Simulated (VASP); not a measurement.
# W3S8 in VASP: single point with PBE+D3(BJ)

Aim: the single point of W3S8 with PBE+D3(BJ).

Everything below comes from runs of VASP 6.6.1. Logs are shortened: lines on timing, memory, paths and dates and some standing lists are left out, and cuts for length are marked.

### 1 The cell of the first run

The cell holds a slab with vacuum, 11 atoms: a = 6.319 Å, b = 6.319 Å, c = 20.152 Å, α = 90.00°, β = 90.00°, γ = 120.00°.

### 2 Single point, PBE+D3(BJ), collinear spin (atoms taken out, then relaxed in part)

The input, INCAR:

```
SYSTEM = W3S8
  PREC = Accurate
  ENCUT = 520
  EDIFF = 1E-6
  ISMEAR = 0
  SIGMA = 0.05
  LREAL = .False.
  LASPH = .True.
  NELM = 150
  ALGO = Normal
  ISIF = 2
  LWAVE = .False.
  LCHARG = .False.
  ISPIN = 2
  MAGMOM = 0.5 0.5 0.5 0 0 0 0 0 0 0 0
  LORBIT = 11
  LMAXMIX = 4
  LDIPOL = .True.
  IDIPOL = 3
  DIPOL = 0.5 0.5 0.500
  GGA = PE
  IVDW = 12
  NBANDS = 60
```

The input, KPOINTS:

```
regular mesh
0
Gamma
  6 6 1
  0 0 0
```

The input, POSCAR:

```
W3S8
1.0
    6.3186513212      0.0000000057      0.0000000000
   -3.1593256656      5.4721125590      0.0000000000
    0.0000000000      0.0000000000     20.1521344966
S W
8 3
Direct
    0.3337714580      0.1662285420      0.4226451033
    0.3337714580      0.6675429160      0.4226451033
    0.8324570840      0.1662285420      0.4226451033
    0.8333333333      0.6666666667      0.4239176272
    0.3337723101      0.1662276899      0.5773546158
    0.3337723101      0.6675446202      0.5773546158
    0.8324553798      0.1662276899      0.5773546158
    0.8333333333      0.6666666667      0.5760817292
    0.1772435655      0.8386217827      0.4999995921
    0.6613782173      0.3227564345      0.4999995921
    0.6613782173      0.8386217827      0.4999995921
```

Potentials or basis: VASP PAW PBE potentials, release 64 (S, W_sv).

Launch:

```
$ cat potpaw_PBE.64/S/POTCAR potpaw_PBE.64/W_sv/POTCAR > POTCAR
$ mpirun -np 1 vasp_std > vasp.out
```

OUTCAR:

```text
SYSTEM = W3S8
   PREC = Accurate
   ENCUT = 520
   EDIFF = 1E-6
   ISMEAR = 0
   LREAL = .False.
   LASPH = .True.
   NELM = 150
   ISIF = 2
   ISPIN = 2
   LORBIT = 11
   GGA = PE
   IVDW = 12
 IVDW          = 12

 ion  position               nearest neighbor table
   1  0.334  0.166  0.423-  10 2.38   9 2.38
   2  0.334  0.668  0.423-   9 2.38  11 2.38
   3  0.832  0.166  0.423-  10 2.38  11 2.38
   4  0.833  0.667  0.424-  11 2.43   9 2.43  10 2.43
   5  0.334  0.166  0.577-  10 2.38   9 2.38
   6  0.334  0.668  0.577-   9 2.38  11 2.38
   7  0.832  0.166  0.577-  10 2.38  11 2.38
   8  0.833  0.667  0.576-  11 2.43   9 2.43  10 2.43
   9  0.177  0.839  0.500-   2 2.38   1 2.38   6 2.38   5 2.38   4 2.43   8 2.43  10 3.06  11 3.06
                            10 3.26  11 3.26
  10  0.661  0.323  0.500-   3 2.38   1 2.38   7 2.38   5 2.38   4 2.43   8 2.43   9 3.06  11 3.06
                             9 3.26  11 3.26
  11  0.661  0.839  0.500-   2 2.38   3 2.38   6 2.38   7 2.38   4 2.43   8 2.43   9 3.06  10 3.06
                             9 3.26  10 3.26

  LATTYP: Found a hexagonal cell.
 ALAT       =     6.3186513212
 C/A-ratio  =     3.1893094700

  Lattice vectors:

 A1 = (   6.3186513212,   0.0000000057,   0.0000000000)
 A2 = (  -3.1593256656,   5.4721125590,   0.0000000000)
 A3 = (   0.0000000000,   0.0000000000,  20.1521344966)

Analysis of symmetry for initial positions (statically):
=====================================================================
 Subroutine PRICEL returns:
 Original cell was already a primitive cell.

 Routine SETGRP: Setting up the symmetry group for a
 hexagonal supercell.

 Subroutine GETGRP returns: Found 12 space group operations
 (whereof  4 operations were pure point group operations)
 out of a pool of 24 trial point group operations.

The static configuration has the point symmetry C_2v.
 The point group associated with its full space group is D_3h.

Analysis of symmetry for dynamics (positions and initial velocities):
=====================================================================
 Subroutine PRICEL returns:
 Original cell was already a primitive cell.

 Routine SETGRP: Setting up the symmetry group for a
 hexagonal supercell.

 Subroutine GETGRP returns: Found 12 space group operations
 (whereof  4 operations were pure point group operations)
 out of a pool of 24 trial point group operations.
[... 172 lines left out ...]
 fundamental gap:      0.0521578842
 Fermi energy:        -1.9700090635

 spin component 1

 k-point     1 :       0.0000    0.0000    0.0000
  band No.  band energies     occupation
      1     -76.7536      1.00000
      2     -76.7384      1.00000
      3     -76.7384      1.00000
      4     -41.1680      1.00000
      5     -41.1034      1.00000
      6     -41.1034      1.00000
[... 409 lines left out ...]
     56       1.2660      0.00000
     57       2.1265      0.00000
 Fermi energy:        -1.9700090635

 spin component 2

 k-point     1 :       0.0000    0.0000    0.0000
  band No.  band energies     occupation
      1     -76.7332      1.00000
      2     -76.7180      1.00000
      3     -76.7180      1.00000
      4     -41.1476      1.00000
      5     -41.0691      1.00000
      6     -41.0691      1.00000
[... 409 lines left out ...]
     56       1.3051      0.00000
     57       2.1691      0.00000
 [bands above 57 left out]

------------------------ aborting loop because EDIFF is reached ----------------------------------------

 vacuum level on the upper side and lower side of the slab       (xc-potential included)         0.606         0.559

 Edisp (eV)   -2.99664

 E8    (eV) :    -1.3146

  FORCE on cell =-STRESS in cart. coord.  units (eV):
  Direction    XX          YY          ZZ          XY          YZ          ZX
  --------------------------------------------------------------------------------------
  -------------------------------------------------------------------------------------
  Total       1.35991     1.35991    -0.05352    -0.00000     0.00000     0.00000
  in kB       3.12694     3.12694    -0.12306    -0.00000     0.00000     0.00000
  external pressure =        2.04 kB  Pullay stress =        0.00 kB

 VOLUME and BASIS-vectors are now :
 -----------------------------------------------------------------------------
  energy-cutoff  :      520.00
  volume of cell :      696.79
      direct lattice vectors                 reciprocal lattice vectors
     6.318651321  0.000000006  0.000000000     0.158261621  0.091372390  0.000000000
    -3.159325666  5.472112559  0.000000000    -0.000000000  0.182744779  0.000000000
     0.000000000  0.000000000 20.152134497     0.000000000  0.000000000  0.049622535

 POSITION                                       TOTAL-FORCE (eV/Angst)
 -----------------------------------------------------------------------------------
      1.58382      0.90962      8.51720         0.044284     -0.025568      0.035051
     -0.00000      3.65287      8.51720        -0.000000      0.051135      0.035051
      4.73484      0.90962      8.51720        -0.044284     -0.025568      0.035051
      3.15933      3.64808      8.54285        -0.000000      0.000000     -0.047882
      1.58382      0.90962     11.63493         0.043621     -0.025184     -0.039361
     -0.00000      3.65288     11.63493        -0.000000      0.050369     -0.039361
      4.73483      0.90962     11.63493        -0.043621     -0.025184     -0.039361
      3.15933      3.64808     11.60928        -0.000000      0.000000      0.048615
     -1.52954      4.58903     10.07606         0.079364      0.045821      0.004065
      3.15933      1.76616     10.07606         0.000000     -0.091642      0.004065
      1.52954      4.58903     10.07606        -0.079364      0.045821      0.004065
 -----------------------------------------------------------------------------------
    total drift:                                0.000000     -0.000000     -0.012601

  FREE ENERGIE OF THE ION-ELECTRON SYSTEM (eV)
  ---------------------------------------------------
  free  energy   TOTEN  =       -78.3154638053 eV

  energy  without entropy=      -78.2997637685  energy(sigma->0) =      -78.30761379

 vacuum level on the upper side and lower side of the slab         3.872         3.277

 total charge

# of ion       s       p       d       tot
------------------------------------------
    1        1.372   2.312   0.000   3.684
    2        1.372   2.312   0.000   3.684
    3        1.372   2.312   0.000   3.684
    4        1.363   2.346   0.000   3.710
    5        1.372   2.312   0.000   3.684
    6        1.372   2.312   0.000   3.684
    7        1.372   2.312   0.000   3.684
    8        1.363   2.347   0.000   3.710
    9        2.342   6.340   3.315  11.998
   10        2.342   6.340   3.315  11.998
   11        2.342   6.340   3.315  11.998
--------------------------------------------------
tot         17.983  37.587   9.946  65.517

 magnetization (x)

# of ion       s       p       d       tot
------------------------------------------
    1        0.003   0.089   0.000   0.093
    2        0.003   0.089   0.000   0.093
    3        0.003   0.089   0.000   0.093
    4        0.000   0.006   0.000   0.006
    5        0.003   0.082   0.000   0.085
    6        0.003   0.082   0.000   0.085
    7        0.003   0.082   0.000   0.085
    8        0.000   0.007   0.000   0.007
    9        0.000   0.002   0.042   0.045
   10        0.000   0.002   0.042   0.045
   11        0.000   0.002   0.042   0.045
--------------------------------------------------
tot          0.022   0.532   0.127   0.681
```

stdout:

```text
POSCAR found type information on POSCAR S W
 POSCAR found :  2 types and      11 ions
 scaLAPACK will be used
 LDA part: xc-table for (Slater+PW92), standard interpolation
 POSCAR, INCAR and KPOINTS ok, starting setup
 FFT: planning ... GRIDC
 FFT: planning ... GRID_SOFT
 FFT: planning ... GRID
 WAVECAR not read
 entering main loop
```

It took 25 min on 1 thread of Oxide Virtual Turin-like, shared host; peak memory 1.1 GiB.

Results:

* Free energy: -78.3155 eV
* Largest force: 0.092 eV/Å
* Net moment: 0.85 μB per cell
* Site moments: S +0.09, +0.01 (each value once); W +0.04 μB
* Valence electrons inside the program's atomic spheres: S 3.68, 3.71 (each value once); W 12.00
* Dispersion energy per atom: -0.272 eV

Forces on the atoms (eV/Å):
```
S    0.044 -0.026  0.035
S    0.000  0.051  0.035
S   -0.044 -0.026  0.035
S    0.000  0.000 -0.048
S    0.044 -0.025 -0.039
S    0.000  0.050 -0.039
S   -0.044 -0.025 -0.039
S    0.000  0.000  0.049
W    0.079  0.046  0.004
W    0.000 -0.092  0.004
W   -0.079  0.046  0.004
```

Levels at points of the mesh, in eV from the Fermi level:
Spin up:
```csv
k point,band 43,band 44,band 45,band 46,band 47,band 48,band 49,band 50
"(0.00, 0.00, 0.00)",-1.13,-0.57,-0.57,0.26,0.26,0.87,2.19,2.73
"(0.50, 0.00, 0.00)",-1.44,-1.27,-0.12,0.13,0.23,0.34,1.82,2.00
```
Spin down:
| k point | band 43 | band 44 | band 45 | band 46 | band 47 | band 48 |
| --- | --- | --- | --- | --- | --- | --- |
| (0.00, 0.00, 0.00) | -0.98 | -0.51 | -0.51 | 0.49 | 0.49 | 0.97 |
| (0.50, 0.00, 0.00) | -1.37 | -1.08 | 0.10 | 0.22 | 0.33 | 0.47 |

Caveat: the cell differs from its parent crystal (atoms taken out, then relaxed in part); a moment this small can come from the mesh or the smearing; spin-orbit coupling is left out, which moves the levels of the heavy elements.
